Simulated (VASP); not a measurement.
A run of VASP 6.6.1 is set up as follows.

The input POSCAR:

```
Zn
1.0
    2.2980179408     -1.3257059190      0.0000000000
    2.2980179408      1.3257059190      0.0000000000
   -1.6126625833      0.0000000000      7.3964772113
Zn
3
Direct
    0.7780178600      0.7780178600      0.3345049800
    0.2219821400      0.2219821400      0.6654950200
    0.0000000000      0.0000000000      0.0000000000
```

Contents of INCAR.step1:

```
  ALGO = Normal
  EDIFF = 1E-4
  ENCUT = 520
  GGA = PE
  ISMEAR = -1
  LASPH = True
  LCHARG = False
  LREAL = False
  LWAVE = True
  NBANDS = 25
  NELM = 100
  PREC = Accurate
  SIGMA = 0.05
```

The input INCAR.step2:

```
  ALGO = Normal
  EDIFF = 1E-6
  ENCUT = 520
  ISIF = 2
  ISMEAR = -1
  ISTART = 1
  LASPH = True
  LCHARG = False
  LMIXTAU = True
  LREAL = False
  LWAVE = False
  METAGGA = R2SCAN
  NBANDS = 25
  NELM = 100
  PREC = Accurate
  SIGMA = 0.05
```

The input KPOINTS:

```
k-points
0
Gamma
  12 12 4
```

Potentials or basis: VASP PAW PBE potentials, release 64 (Zn).

Run with:

```console
$ cat potpaw_PBE.64/Zn/POTCAR > POTCAR
$ cp INCAR.step1 INCAR
$ mpirun -np 1 vasp_std > vasp.out
$ cp INCAR.step2 INCAR
$ mpirun -np 1 vasp_std > vasp.out
```

Q: Predict the largest force.

A: 0.014 eV/Å.

Q: What does it give for the pressure?

A: -2.9 GPa.

Forces on the atoms (eV/Å):
```
Zn  -0.009  0.000  0.011
Zn   0.009  0.000 -0.011
Zn   0.000  0.000  0.000
```

Caveat: the PAW data sets were made with another functional, which shifts forces and pressure a little.
